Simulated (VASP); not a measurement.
# BaMg2N2 (P6/mmm) in VASP: density of states with PBE

Aim: the density of states of BaMg2N2 with PBE.

Everything below comes from runs of VASP 6.6.1. Logs are shortened: lines on timing, memory, paths and dates and some standing lists are left out, and cuts for length are marked.

### 1 The cell of the first run

It takes space group P6/mmm (No. 191, hexagonal). Conventional cell: a = 5.389 Å, b = 5.389 Å, c = 6.406 Å, α = 90.00°, β = 90.00°, γ = 120.00°. Within 3.5 Å of Ba (site symmetry 6/mmm) lie 2 N at 2.62 Å. Within 4.1 Å of Mg (site symmetry -6m2) lie 3 Mg at 3.11 Å and 6 N at 3.16 Å. Within 1.6 Å of N (site symmetry 6mm) lie 1 N at 1.16 Å.

### 2 Density of states, PBE

POSCAR

```
BaMg2N2
1.0
    5.3887825109      0.0000000000      0.0000000000
   -2.6943912554      4.6668225499      0.0000000000
    0.0000000000      0.0000000000      6.4059391397
Ba Mg N
1 2 2
Direct
    0.0000000000      0.0000000000      0.0000000000
    0.3333333333      0.6666666667      0.5000000000
    0.6666666667      0.3333333333      0.5000000000
    0.0000000000      0.0000000000      0.4095759094
    0.0000000000      0.0000000000      0.5904240906
```

INCAR.step1

```
SYSTEM = BaMg2N2
PREC = Accurate ; ENCUT = 520
EDIFF = 1E-6 ; ISMEAR = 0
SIGMA = 0.1 ; LREAL = .FALSE.
LASPH = .TRUE. ; NELM = 60
ALGO = Normal ; ISIF = 2
LWAVE = .FALSE. ; LCHARG = .TRUE.
GGA = PE ; NBANDS = 20
```

KPOINTS.step1

```
Automatic mesh
0
G
  12 12 6
  0 0 0
```

INCAR.step2

```
SYSTEM = BaMg2N2
PREC = Accurate ; ENCUT = 520
EDIFF = 1E-6 ; ISMEAR = -5
SIGMA = 0.1 ; LREAL = .FALSE.
LASPH = .TRUE. ; NELM = 60
ALGO = Normal ; ISIF = 2
LWAVE = .FALSE. ; LCHARG = .FALSE.
GGA = PE ; LORBIT = 10
NEDOS = 1001 ; ICHARG = 11
```

KPOINTS.step2

```
Automatic mesh
0
G
  18 18 9
  0 0 0
```

Potentials or basis: VASP PAW PBE potentials, release 64 (Ba_sv, Mg, N).

The run is started by

```sh
$ cat potpaw_PBE.64/Ba_sv/POTCAR potpaw_PBE.64/Mg/POTCAR potpaw_PBE.64/N/POTCAR > POTCAR
$ cp INCAR.step1 INCAR
$ cp KPOINTS.step1 KPOINTS
$ mpirun -np 1 vasp_std > vasp.out
$ cp INCAR.step2 INCAR
$ cp KPOINTS.step2 KPOINTS
$ mpirun -np 1 vasp_std > vasp.out
```

OUTCAR:

```text
SYSTEM = BaMg2N2
   PREC = Accurate
   ENCUT = 520
   EDIFF = 1E-6
   ISMEAR = -5
   LREAL = .FALSE.
   LASPH = .TRUE.
   NELM = 60
   ISIF = 2
   GGA = PE
   LORBIT = 10
   ICHARG = 11

 ion  position               nearest neighbor table
   1  0.000  0.000  0.000-   4 2.62   5 2.62
   2  0.333  0.667  0.500-   3 3.11   3 3.11   3 3.11
   3  0.667  0.333  0.500-   2 3.11   2 3.11   2 3.11
   4  0.000  0.000  0.410-   5 1.16   1 2.62
   5  0.000  0.000  0.590-   4 1.16   1 2.62

  LATTYP: Found a hexagonal cell.
 ALAT       =     5.3887825109
 C/A-ratio  =     1.1887544407

  Lattice vectors:

 A1 = (   5.3887825109,   0.0000000000,   0.0000000000)
 A2 = (  -2.6943912554,   4.6668225499,   0.0000000000)
 A3 = (   0.0000000000,   0.0000000000,   6.4059391397)

Analysis of symmetry for initial positions (statically):
=====================================================================
 Subroutine PRICEL returns:
 Original cell was already a primitive cell.

 Routine SETGRP: Setting up the symmetry group for a
 hexagonal supercell.

 Subroutine GETGRP returns: Found 24 space group operations
 (whereof 24 operations were pure point group operations)
 out of a pool of 24 trial point group operations.

The static configuration has the point symmetry D_6h.

Analysis of symmetry for dynamics (positions and initial velocities):
=====================================================================
 Subroutine PRICEL returns:
 Original cell was already a primitive cell.

 Routine SETGRP: Setting up the symmetry group for a
 hexagonal supercell.

 Subroutine GETGRP returns: Found 24 space group operations
 (whereof 24 operations were pure point group operations)
 out of a pool of 24 trial point group operations.

The dynamic configuration has the point symmetry D_6h.

 Subroutine INISYM returns: Found 24 space group operations
 (whereof 24 operations are pure point group operations),
 and found     1 'primitive' translations

----------------------------------------------------------------------------------------

                                     Primitive cell

  volume of cell :     161.0997

  direct lattice vectors                    reciprocal lattice vectors
     5.388782511  0.000000000  0.000000000     0.185570674  0.107139278  0.000000000
    -2.694391255  4.666822550  0.000000000     0.000000000  0.214278557  0.000000000
     0.000000000  0.000000000  6.405939140     0.000000000  0.000000000  0.156105136

  length of vectors
     5.388782511  5.388782511  6.405939140     0.214278557  0.214278557  0.156105136

  position of ions in fractional coordinates (direct lattice)
     0.000000000  0.000000000  0.000000000
     0.333333333  0.666666667  0.500000000
     0.666666667  0.333333333  0.500000000
     0.000000000  0.000000000  0.409575909
     0.000000000  0.000000000  0.590424091

  ion indices of the primitive-cell ions
   primitive index   ion index
                 1           1
                 2           2
                 3           3
                 4           4
                 5           5

----------------------------------------------------------------------------------------

 KPOINTS: Automatic mesh

Automatic generation of k-mesh.
 Grid dimensions read from file:
 generate k-points for:   18   18    9

 Generating k-lattice:

  Cartesian coordinates                     Fractional coordinates (reciprocal lattice)
     0.010309482  0.005952182  0.000000000     0.055555556  0.000000000  0.000000000
     0.000000000  0.011904364  0.000000000     0.000000000  0.055555556  0.000000000
     0.000000000  0.000000000  0.017345015     0.000000000  0.000000000  0.111111111

  Length of vectors
     0.011904364  0.011904364  0.017345015

  Shift w.r.t. Gamma in fractional coordinates (k-lattice)
     0.000000000  0.000000000  0.000000000

 TETIRR: Found   2805 inequivalent tetrahedra from    17496

 Subroutine IBZKPT returns following result:
 ===========================================

 Found    185 irreducible k-points:

 Following reciprocal coordinates:
            Coordinates               Weight
  0.000000  0.000000  0.000000      1.000000
  0.055556  0.000000  0.000000      6.000000
  0.111111  0.000000  0.000000      6.000000
  0.166667  0.000000  0.000000      6.000000
  0.222222  0.000000  0.000000      6.000000
  0.277778  0.000000  0.000000      6.000000
[... 16 lines left out ...]
  0.333333  0.111111  0.000000     12.000000
  0.388889  0.111111  0.000000     12.000000
 [... further k-points ...]
   k-points           NKPTS =    185   k-points in BZ     NKDIM =    185   number of bands    NBANDS=     16
   number of dos      NEDOS =   1001   number of ions     NIONS =      5
   total plane-waves  NPLWV =  76800
   dimension x,y,z NGX =    40 NGY =   40 NGZ =   48
   dimension x,y,z NGXF=    80 NGYF=   80 NGZF=   96
   ions per type =               1   2   2
   NGX,Y,Z   is equivalent  to a cutoff of  12.34, 12.34, 12.46 a.u.
   NGXF,Y,Z  is equivalent  to a cutoff of  24.68, 24.68, 24.91 a.u.
 SYSTEM =  BaMg2N2
   PREC   = accura    normal or accurate (medium, high low for compatibility)
   ISTART =      0    job   : 0-new  1-cont  2-samecut
   ICHARG =     11    charge: 1-file 2-atom 10-const
   ISPIN  =      1    spin polarized calculation?
   LNONCOLLINEAR =      F non collinear calculations
   LSORBIT =      F    spin-orbit coupling
   LASPH  =      T    aspherical Exc in radial PAW
   ENCUT  =  520.0 eV  38.22 Ry    6.18 a.u.  10.02 10.02 11.91*2*pi/ulx,y,z
   NELM   =     60;   NELMIN=  2; NELMDL=  0     # of ELM steps
   EDIFF  = 0.1E-05   stopping-criterion for ELM
   LREAL  =      F    real-space projection
   EDIFFG = 0.1E-04   stopping-criterion for IOM
   NSW    =      0    number of steps for IOM
   IBRION =     -1    ionic relax: 0-MD 1-quasi-New 2-CG
   NFREE  =      0    steps in history (QN), initial steepest desc. (CG)
   ISIF   =      2    stress and relaxation
   ISYM   =      2    0-nonsym 1-usesym 2-fastsym
   POTIM  = 0.5000    time-step for ionic-motion
   TEBEG  =    0.0;   TEEND  =   0.0 temperature during run
   PSTRESS=    0.0 pullay stress
   NELECT =      24.0000    total number of electrons
   NUPDOWN=      -1.0000    fix difference up-down
   EMIN   =  10.00;   EMAX   =-10.00  energy-range for DOS
   EFERMI =   0.00;   METHOD = LEGACY
   ISMEAR =    -5;   SIGMA  =   0.10  broadening in eV -4-tet -1-fermi 0-gaus
   EFERMI_NEDOS =   21; number of points for ismear=-14 and -15
   IALGO  =     38    algorithm
   IMIX   =      4    mixing-type and parameters
     AMIX     =   0.40;   BMIX     =  1.00
     AMIX_MAG =   1.60;   BMIX_MAG =  1.00
  volume/ion in A,a.u.               =      32.22       217.43
  Fermi-wavevector in a.u.,A,eV,Ry     =   0.867855  1.640007 10.247523  0.753172
  Thomas-Fermi vector in A             =   1.986449
   LORBIT       =     10    0 simple, 1 ext, 2 COOP (PROOUT), +10 PAW based schemes
   GGA     = PE    functional components
   LHFCALC =     F    Hartree Fock is set to
   AEXX    =    0.0000 exact exchange contribution
   IVDW    =     0    specifies the selected vdW correction
   LEPSILON=     F    determine dielectric tensor
   LRPA    =     F    only Hartree local field effects (RPA)
 non-spin polarized calculation
 Fermi weights with tetrahedron method with Bloechl corrections
  energy-cutoff  :      520.00
  volume of cell :      161.10
 maximum number of plane-waves:      4371

 number of electron      24.0000003 magnetization

 Free energy of the ion-electron system (eV)
  ---------------------------------------------------
  ext. energy  EPLUGINS =         0.00000000
  ---------------------------------------------------
  free energy    TOTEN  =       -20.45568059 eV

  energy without entropy =      -20.45568059  energy(sigma->0) =      -20.45568059

 E-fermi :   1.2074     XC(G=0):  -7.3548

 val. band max:        1.2170409287   @ k =   0.1667   0.1111   0.3333
 cond. band min:       1.2087568581   @ k =   0.2778   0.1111   0.0000
 fundamental gap:     -0.0082840706
 Fermi energy:         1.2073900758

 k-point     1 :       0.0000    0.0000    0.0000
  band No.  band energies     occupation
      1     -27.3582      2.00000
      2     -21.9818      2.00000
      3     -13.0645      2.00000
      4     -12.5692      2.00000
      5     -12.5692      2.00000
      6      -8.1071      2.00000
[... 8 lines left out ...]
     15       2.2322      0.00000
     16       2.2322      0.00000

 k-point     2 :       0.0556    0.0000    0.0000
  band No.  band energies     occupation
      1     -27.3582      2.00000
      2     -21.9818      2.00000
      3     -13.0643      2.00000
      4     -12.5708      2.00000
      5     -12.5696      2.00000
      6      -8.1069      2.00000
[... 8 lines left out ...]
     15       2.0911      0.00000
     16       2.2503      0.00000

 k-point     3 :       0.1111    0.0000    0.0000
  band No.  band energies     occupation
      1     -27.3580      2.00000
      2     -21.9816      2.00000
      3     -13.0636      2.00000
      4     -12.5753      2.00000
      5     -12.5707      2.00000
      6      -8.1063      2.00000
[... 8 lines left out ...]
     15       2.2711      0.00000
     16       2.3032      0.00000
[... 362 lines left out ...]
 k-point    23 :       0.3333    0.1111    0.0000
  band No.  band energies     occupation
      1     -27.3565      2.00000
      2     -21.9802      2.00000
      3     -13.0568      2.00000
      4     -12.6135      2.00000
      5     -12.5838      2.00000
      6      -8.1012      2.00000
[... 8 lines left out ...]
     15       2.9939      0.00000
     16       3.6524      0.00000

 k-point    24 :       0.3889    0.1111    0.0000
  band No.  band energies     occupation
      1     -27.3564      2.00000
      2     -21.9800      2.00000
      3     -13.0561      2.00000
      4     -12.6173      2.00000
      5     -12.5852      2.00000
      6      -8.1007      2.00000
[... 8 lines left out ...]
     15       3.0528      0.00000
     16       3.7718      0.00000

 [... further k-points ...]

------------------------ aborting loop because EDIFF is reached ----------------------------------------

  FORCE on cell =-STRESS in cart. coord.  units (eV):
  Direction    XX          YY          ZZ          XY          YZ          ZX
  --------------------------------------------------------------------------------------
  -------------------------------------------------------------------------------------
  Total       -0.1170855     -0.1170855      1.4106920     -0.0000000      0.0000000      0.0000000
  in kB       -1.1644453     -1.1644453     14.0296885     -0.0000000      0.0000000      0.0000000
  external PRESSURE =       3.9002660 kB  Pullay stress =       0.0000000 kB

 VOLUME and BASIS-vectors are now :
 -----------------------------------------------------------------------------
  energy-cutoff  :      520.00
  volume of cell :      161.10
      direct lattice vectors                 reciprocal lattice vectors
     5.388782511  0.000000000  0.000000000     0.185570674  0.107139278  0.000000000
    -2.694391255  4.666822550  0.000000000     0.000000000  0.214278557  0.000000000
     0.000000000  0.000000000  6.405939140     0.000000000  0.000000000  0.156105136

 POSITION                                       TOTAL-FORCE (eV/Angst)
 -----------------------------------------------------------------------------------
      0.00000      0.00000      0.00000         0.000000      0.000000      0.000000
     -0.00000      3.11122      3.20297        -0.000000     -0.000000     -0.000000
      2.69439      1.55561      3.20297         0.000000      0.000000      0.000000
      0.00000      0.00000      2.62372         0.000000     -0.000000     -0.538372
      0.00000      0.00000      3.78222         0.000000      0.000000      0.538372
 -----------------------------------------------------------------------------------
    total drift:                                0.000000      0.000000      0.000000

  FREE ENERGIE OF THE ION-ELECTRON SYSTEM (eV)
  ---------------------------------------------------
  free  energy   TOTEN  =       -20.4556805938 eV

  energy  without entropy=      -20.4556805938  energy(sigma->0) =      -20.45568059

 total charge

# of ion       s       p       d       tot
------------------------------------------
    1        1.998   5.609   0.274   7.881
    2        0.275   0.061   0.005   0.341
    3        0.275   0.061   0.005   0.341
    4        1.332   2.504   0.000   3.836
    5        1.332   2.504   0.000   3.836
--------------------------------------------------
tot          5.211  10.740   0.284  16.235
```

Wall time 12 min (1 thread of Oxide Virtual Turin-like, shared host); peak memory 0.66 GiB.

Results:

| Quantity | Value |
| --- | --- |
| Valence electrons inside the program's atomic spheres | Ba 7.88; Mg 0.34; N 3.84 |

Caveat: the standard files for N, O and F lose accuracy on very short bonds; spin-orbit coupling is left out, which moves the levels of the heavy elements; tetrahedron occupations give inexact forces and stress in metals.
